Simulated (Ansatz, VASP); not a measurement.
## One calculation of Ge, two programs

```
Ge
1.0
     0.00000    2.88053    2.79412
     2.88053    0.00000    2.79412
     2.88053    2.88053    0.00000
Ge
2
Direct
  0.50000 0.50000 0.50000
  0.75000 0.75000 0.75000
```

Change from the starting cell: engineering shear strain xy +0.0000, normal strain along z -0.0300.

Alike in both runs: task single point; functional PBE; k mesh 14 × 14 × 14; occupations gaussian, width 0.15 eV; no spin polarisation.

```csv
,VASP,Ansatz
version,VASP 6.6.1,Ansatz 0.2.0
potentials or method,"VASP PAW PBE potentials, release 64 (Ge_d), cutoff 520 eV","scalar-relativistic, plane waves, PAW"
valence electrons in the cell,28,28
```

VASP gave:

* gap on the k mesh at the Fermi level (eV): 0.14
* least direct gap on the mesh (eV): 0.22
* pressure (GPa): 1.8
* traceless stress, the component that is largest in VASP (GPa): 1.32

Estimate Ansatz's values.

gap on the k mesh at the Fermi level (eV): 0.14; least direct gap on the mesh (eV): 0.22; pressure (GPa): 2.0; traceless stress, the component that is largest in VASP (GPa): 1.32.

With one functional, cell and mesh, what is left measures potentials, basis and numerics.
